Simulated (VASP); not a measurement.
# AlNi (Pm-3m) in VASP: notebook

The runs below take AlNi through relaxation of cell and atoms, with PBE.

Program: VASP 6.6.1. These are calculated values, not measurements. Logs are shortened: lines on timing, memory, paths and dates and some standing lists are left out, and cuts for length are marked.

## Step 1: The cell of the first run

It takes space group Pm-3m (No. 221, cubic). Conventional cell: a = 2.633 Å, b = 2.633 Å, c = 2.633 Å, α = 90.00°, β = 90.00°, γ = 90.00°. Al (site symmetry m-3m) has 8 Ni at 2.28 Å and 6 Al at 2.63 Å within 3.0 Å. Ni (site symmetry m-3m) has 8 Al at 2.28 Å and 6 Ni at 2.63 Å within 3.0 Å.

## Step 2: Relaxation of cell and atoms, PBE, target pressure 90 GPa, at which the enthalpy is minimised

The input, INCAR:

```
SYSTEM = AlNi
ALGO = Normal ; EDIFF = 1E-7
EDIFFG = -0.008 ; ENCUT = 600
GGA = PE ; IBRION = 2
ISIF = 3 ; ISMEAR = 0
LASPH = .TRUE. ; LCHARG = .FALSE.
LREAL = .FALSE. ; LWAVE = .FALSE.
NELM = 100 ; NSW = 70
PREC = Accurate ; PSTRESS = 900.0
SIGMA = 0.1
```

The input, KPOINTS:

```
k-points
0
G
  16 16 16
  0 0 0
```

The input, POSCAR:

```
AlNi
1.0
    2.6330027513      0.0000000000      0.0000000000
    0.0000000000      2.6330027513      0.0000000000
    0.0000000000      0.0000000000      2.6330027513
Al Ni
1 1
Direct
    0.5000000000      0.5000000000      0.5000000000
    0.0000000000      0.0000000000      0.0000000000
```

Potentials or basis: VASP PAW PBE potentials, release 64 (Al, Ni).

Launch:

```bash
$ cat potpaw_PBE.64/Al/POTCAR potpaw_PBE.64/Ni/POTCAR > POTCAR
$ mpirun -np 1 vasp_std > vasp.out
```

OUTCAR:

```text
SYSTEM = AlNi
   EDIFF = 1E-7
   EDIFFG = -0.008
   ENCUT = 600
   GGA = PE
   IBRION = 2
   ISIF = 3
   ISMEAR = 0
   LASPH = .TRUE.
   LREAL = .FALSE.
   NELM = 100
   NSW = 70
   PREC = Accurate
   PSTRESS = 900.0

 ion  position               nearest neighbor table
   1  0.500  0.500  0.500-   2 2.28   2 2.28   2 2.28   2 2.28   2 2.28   2 2.28   2 2.28   2 2.28

   2  0.000  0.000  0.000-   1 2.28   1 2.28   1 2.28   1 2.28   1 2.28   1 2.28   1 2.28   1 2.28

  LATTYP: Found a simple cubic cell.
 ALAT       =     2.6330027513

  Lattice vectors:

 A1 = (   2.6330027513,   0.0000000000,   0.0000000000)
 A2 = (   0.0000000000,   2.6330027513,   0.0000000000)
 A3 = (   0.0000000000,   0.0000000000,   2.6330027513)

Analysis of symmetry for initial positions (statically):
=====================================================================
 Subroutine PRICEL returns:
 Original cell was already a primitive cell.

 Routine SETGRP: Setting up the symmetry group for a
 simple cubic supercell.

 Subroutine GETGRP returns: Found 48 space group operations
 (whereof 48 operations were pure point group operations)
 out of a pool of 48 trial point group operations.

The static configuration has the point symmetry O_h .

Analysis of symmetry for dynamics (positions and initial velocities):
=====================================================================
 Subroutine PRICEL returns:
 Original cell was already a primitive cell.

 Routine SETGRP: Setting up the symmetry group for a
 simple cubic supercell.

 Subroutine GETGRP returns: Found 48 space group operations
 (whereof 48 operations were pure point group operations)
 out of a pool of 48 trial point group operations.

The dynamic configuration has the point symmetry O_h .

 Subroutine INISYM returns: Found 48 space group operations
 (whereof 48 operations are pure point group operations),
 and found     1 'primitive' translations

----------------------------------------------------------------------------------------

                                     Primitive cell

  volume of cell :      18.2538

  direct lattice vectors                    reciprocal lattice vectors
     2.633002751  0.000000000  0.000000000     0.379794514  0.000000000  0.000000000
     0.000000000  2.633002751  0.000000000     0.000000000  0.379794514  0.000000000
     0.000000000  0.000000000  2.633002751     0.000000000  0.000000000  0.379794514

  length of vectors
     2.633002751  2.633002751  2.633002751     0.379794514  0.379794514  0.379794514

  position of ions in fractional coordinates (direct lattice)
     0.500000000  0.500000000  0.500000000
     0.000000000  0.000000000  0.000000000
[... 97 lines left out ...]
     AMIX_MAG =   1.60;   BMIX_MAG =  1.00
  volume/ion in A,a.u.               =       9.13        61.59
  Fermi-wavevector in a.u.,A,eV,Ry     =   1.461968  2.762720 29.080432  2.137351
  Thomas-Fermi vector in A             =   2.578237
   LORBIT       =      0    0 simple, 1 ext, 2 COOP (PROOUT), +10 PAW based schemes
   GGA     = PE    functional components
   LHFCALC =     F    Hartree Fock is set to
   AEXX    =    0.0000 exact exchange contribution
   IVDW    =     0    specifies the selected vdW correction
   LEPSILON=     F    determine dielectric tensor
   LRPA    =     F    only Hartree local field effects (RPA)
 conjugate gradient relaxation of ions
 non-spin polarized calculation
 Gauss-broadening in eV      SIGMA  =   0.10
  energy-cutoff  :      600.00
  volume of cell :       18.25
 maximum number of plane-waves:       627
 NGX is ok and might be reduce to    24
   NGX = 11   NGY = 11   NGZ = 11

--------------------------------------- Ionic step        1  -------------------------------------------

 number of electron      12.9999995 magnetization

 Free energy of the ion-electron system (eV)
  ---------------------------------------------------
  ext. energy  EPLUGINS =         0.00000000
  ---------------------------------------------------
  free energy    TOTEN  =        -9.34406736 eV

  energy without entropy =       -9.34079525  energy(sigma->0) =       -9.34243131

------------------------ aborting loop because EDIFF is reached ----------------------------------------

  FORCE on cell =-STRESS in cart. coord.  units (eV):
  Direction    XX          YY          ZZ          XY          YZ          ZX
  --------------------------------------------------------------------------------------
  -------------------------------------------------------------------------------------
  Total        9.4098411      9.4098411      9.4098411      0.0000000      0.0000000      0.0000000
  in kB      825.9218060    825.9218060    825.9218060      0.0000000      0.0000000      0.0000000
  external PRESSURE =     -74.0781940 kB  Pullay stress =     900.0000000 kB
[... 63 lines left out ...]
--------------------------------------- Ionic step        3  -------------------------------------------

 number of electron      13.0000000 magnetization

 Free energy of the ion-electron system (eV)
  ---------------------------------------------------
  ext. energy  EPLUGINS =         0.00000000
  ---------------------------------------------------
  free energy    TOTEN  =        -9.19682344 eV

  energy without entropy =       -9.19360255  energy(sigma->0) =       -9.19521299

 E-fermi :  14.3293     XC(G=0): -13.4977

 val. band max:       14.2805722350   @ k =   0.3750   0.1875   0.1250
 cond. band min:      14.3715292268   @ k =   0.3750   0.3125   0.1250
 fundamental gap:      0.0909569918
 Fermi energy:        14.3293253199

 k-point     1 :       0.0000    0.0000    0.0000
  band No.  band energies     occupation
      1       0.9432      2.00000
      2       9.4434      2.00000
      3       9.4434      2.00000
      4      12.0941      2.00000
      5      12.0941      2.00000
      6      12.0941      2.00000
      7      21.2248      0.00000
      8      21.2248      0.00000
      9      21.2248      0.00000
     10      23.4443      0.00000
[... 287 lines left out ...]
 k-point    24 :       0.5000    0.1250    0.0000
  band No.  band energies     occupation
      1       6.1392      2.00000
      2       6.3567      2.00000
      3      10.2770      2.00000
      4      10.9963      2.00000
      5      11.1048      2.00000
      6      12.0735      2.00000
      7      13.5226      2.00000
      8      22.1045      0.00000
      9      23.6087      0.00000
     10      26.4229      0.00000

 [... further k-points ...]

------------------------ aborting loop because EDIFF is reached ----------------------------------------

  FORCE on cell =-STRESS in cart. coord.  units (eV):
  Direction    XX          YY          ZZ          XY          YZ          ZX
  --------------------------------------------------------------------------------------
  -------------------------------------------------------------------------------------
  Total       10.0862773     10.0862773     10.0862773      0.0000000     -0.0000000      0.0000000
  in kB      898.7735247    898.7735247    898.7735247      0.0000000     -0.0000000      0.0000000
  external PRESSURE =      -1.2264753 kB  Pullay stress =     900.0000000 kB
[... 21 lines left out ...]
  energy  without entropy=       -9.1936025503  energy(sigma->0) =       -9.19521299

  enthalpy is  TOTEN    =         0.9032176496 eV   P V=       10.1000410874

 reached required accuracy - stopping structural energy minimisation
```

CONTCAR:

```text
AlNi
   1.00000000000000
     2.6197734580814425   -0.0000000000000000    0.0000000000000000
     0.0000000000000000    2.6197734580814425    0.0000000000000000
    -0.0000000000000000    0.0000000000000000    2.6197734580814425
  Al              Ni
     1     1
Direct
     0.5000000000000000    0.5000000000000000    0.5000000000000000
     0.0000000000000000    0.0000000000000000    0.0000000000000000

  0.00000000E+00  0.00000000E+00  0.00000000E+00
  0.00000000E+00  0.00000000E+00  0.00000000E+00
```

Run time: 2.9 min. Hardware: 1 thread of AMD EPYC 7R13, shared host; peak memory 0.15 GiB.

Results:

* Free energy: -9.1968 eV
* Relaxed volume: 8.99 Å³/atom
* Relaxed cell: a = 2.620 Å, b = 2.620 Å, c = 2.620 Å, α = 90.00°, β = 90.00°, γ = 90.00°
* Space group after relaxing (to 0.05 Å): Pm-3m (No. 221)
* Energy change on relaxing (the enthalpy is what falls): +73.6 meV/atom
* Ionic steps: 3
* Pressure after relaxing: 89.9 GPa

Step by step:
```tsv
step	energy change (eV)	largest force (eV/Å)	pressure (GPa)	volume (Å³)
1	0.0000	0.0000	82.59	18.25
2	0.6680	0.0000	114.88	17.16
3	0.1472	0.0000	89.88	17.98
```

Final structure:
```cif
data_structure
_symmetry_space_group_name_H-M 'P 1'
_symmetry_Int_Tables_number 1
_cell_length_a 2.6198
_cell_length_b 2.6198
_cell_length_c 2.6198
_cell_angle_alpha 90.000
_cell_angle_beta 90.000
_cell_angle_gamma 90.000
_cell_volume 17.98
loop_
_atom_site_label
_atom_site_type_symbol
_atom_site_fract_x
_atom_site_fract_y
_atom_site_fract_z
_atom_site_occupancy
Al1 Al 0.50000 0.50000 0.50000 1
Ni1 Ni 0.00000 0.00000 0.00000 1
```

Caveat: the cell is relaxed towards a set pressure, so the enthalpy falls and the energy may rise. Spin polarisation is off, so any magnetic state and its effect on volume and gap are missing.

## Step 3: Relaxation of cell and atoms, PBE, target pressure 50 GPa, at which the enthalpy is minimised

This run uses another cell than the first one, of 9.91 Å³/atom, 1.085 times its volume.

The input, INCAR:

```
SYSTEM = AlNi
  ALGO = Fast
  EDIFF = 1E-6
  EDIFFG = -0.008
  ENCUT = 600
  GGA = PE
  IBRION = 2
  ISIF = 3
  ISMEAR = 0
  LASPH = .TRUE.
  LCHARG = .FALSE.
  LREAL = .FALSE.
  LWAVE = .FALSE.
  NELM = 80
  NSW = 70
  PREC = Accurate
  PSTRESS = 500.0
  SIGMA = 0.1
```

KPOINTS is that of step 2.

The input, POSCAR:

```
AlNi
1.0
    2.7058861670      0.0000000000      0.0000000000
    0.0000000000      2.7058861670      0.0000000000
    0.0000000000      0.0000000000      2.7058861670
Al Ni
1 1
Direct
    0.5000000000      0.5000000000      0.5000000000
    0.0000000000      0.0000000000      0.0000000000
```

Potentials or basis: VASP PAW PBE potentials, release 64 (Al, Ni).

Launch:

```bash
$ cat potpaw_PBE.64/Al/POTCAR potpaw_PBE.64/Ni/POTCAR > POTCAR
$ mpirun -np 1 vasp_std > vasp.out
```

Wall time 2.6 min (1 thread of AMD EPYC 7R13, shared host); peak memory 0.15 GiB.

The run converged. Its results:

```
Free energy                                            : -9.9570 eV
Relaxed volume                                         : 9.88 Å³/atom
Relaxed cell                                           : a = 2.703 Å, b = 2.703 Å, c = 2.703 Å, α = 90.00°, β = 90.00°, γ = 90.00°
Space group after relaxing (to 0.05 Å)                 : Pm-3m (No. 221)
Energy change on relaxing (the enthalpy is what falls) : +9.1 meV/atom
Ionic steps                                            : 3
Pressure after relaxing                                : 50.1 GPa
```

The path:
```csv
step,energy change (eV),largest force (eV/Å),pressure (GPa),volume (Å³)
1,0.0000,0.0000,48.63,19.81
2,0.0772,0.0000,53.86,19.57
3,0.0182,0.0000,50.11,19.75
```

Final structure:
```
Al Ni
1.0
     2.70321    0.00000    0.00000
     0.00000    2.70321    0.00000
     0.00000    0.00000    2.70321
Al Ni
1 1
Direct
  0.50000 0.50000 0.50000
  0.00000 0.00000 0.00000
```

Levels at points of the mesh, in eV from the Fermi level:
```csv
k point,band 2,band 3,band 4,band 5,band 6,band 7,band 8,band 9,band 10
"(0.00, 0.00, 0.00)",-4.26,-4.26,-1.97,-1.97,-1.97,6.40,6.40,6.40,8.78
"(0.50, 0.00, 0.00)",-7.71,-3.62,-2.87,-2.87,-1.85,-0.74,8.46,11.01,11.01
"(0.50, 0.50, 0.00)",-4.30,-3.42,-3.42,-2.70,-2.70,-1.28,1.88,3.47,14.56
"(0.50, 0.50, 0.50)",-5.15,-5.15,-1.23,-1.23,1.84,1.84,1.84,5.36,5.54
```

Caveat: the cell is relaxed towards a set pressure, so the enthalpy falls and the energy may rise. Spin polarisation is off, so any magnetic state and its effect on volume and gap are missing.
